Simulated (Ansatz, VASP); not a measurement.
One calculation of MnO, two programs

INCAR

```
SYSTEM = MnO
PREC = Accurate ; ENCUT = 520
EDIFF = 1E-6 ; ISMEAR = -1
SIGMA = 0.03 ; LREAL = .FALSE.
LASPH = .TRUE. ; NELM = 150
ALGO = Normal ; ISIF = 2
LWAVE = .FALSE. ; LCHARG = .TRUE.
ISPIN = 2 ; MAGMOM = 0.45 0
LORBIT = 11 ; LMAXMIX = 4
LDAU = .TRUE. ; LDAUTYPE = 2
LDAUL = 2 -1 ; LDAUU = 2.7 0
LDAUJ = 0 0 ; LDAUPRINT = 1
GGA = PE ; LELF = .TRUE.
LVHAR = .TRUE. ; NBANDS = 20
```

The input KPOINTS:

```
regular mesh
0
G
  9 9 9
  0 0 0
```

File POSCAR:

```
MnO
1.0
    0.0000000000      2.2050000000      2.2050000000
    2.2050000000      0.0000000000      2.2050000000
    2.2050000000      2.2050000000      0.0000000000
Mn O
1 1
Direct
    0.0000000000      0.0000000000      0.0000000000
    0.5000000000      0.5000000000      0.5000000000
```

Input for Ansatz:

```yaml
crystal:
  lattice:
    - [0.0, 2.205, 2.205]
    - [2.205, 0.0, 2.205]
    - [2.205, 2.205, 0.0]
  atoms:
    - { symbol: Mn, position: [0.0, 0.0, 0.0], spin: 0.45 }
    - { symbol: O, position: [0.5, 0.5, 0.5] }
magnetization:
  spin_polarized: true
hamiltonian:
  xc: pbe
  pseudopotentials: { kind: paw }
  hubbard: { sites: [{ species: Mn, l: d, u_eff: 2.7 }] }
basis:
  ecutwfc: 420
kpoints:
  mp_grid: { grid: [9, 9, 9] }
scf:
  occupations: { method: fermi_dirac, width: 0.03 }
  lower_state_search: "off"
output:
  forces: true
  stress: true
```

Change from the starting cell: parallel moments scaled by 0.1, free total moment.

Alike in both runs: task single point; functional PBE; k mesh 9 × 9 × 9; occupations fermi-dirac, width 0.03 eV; collinear spin; Hubbard terms Mn d U = 2.7 eV.

```csv
,VASP,Ansatz
version,VASP 6.6.1,Ansatz 0.2.0
potentials or method,"VASP PAW PBE potentials, release 64 (Mn_pv, O), cutoff 520 eV","PAW, plane waves, scalar-relativistic"
valence electrons in the cell,19,21
```

```tsv
	VASP	Ansatz	Ansatz less VASP
pressure (GPa)	11.6	12.5	+0.93
net moment per atom (μB)	2.50	2.50	+0.002
size of the moment on the site where the two differ most (μB)	4.58	4.23	-0.346
```

Site moments also hang on the region over which each program counts them. The programs project onto different local orbitals, so the same U acts differently, and such runs can settle in different states. VASP's potentials hold 19 valence electrons a cell and Ansatz's 21, so a difference there can come from the potentials and not from the codes. Ansatz's warnings: filled band counts differ across k points.
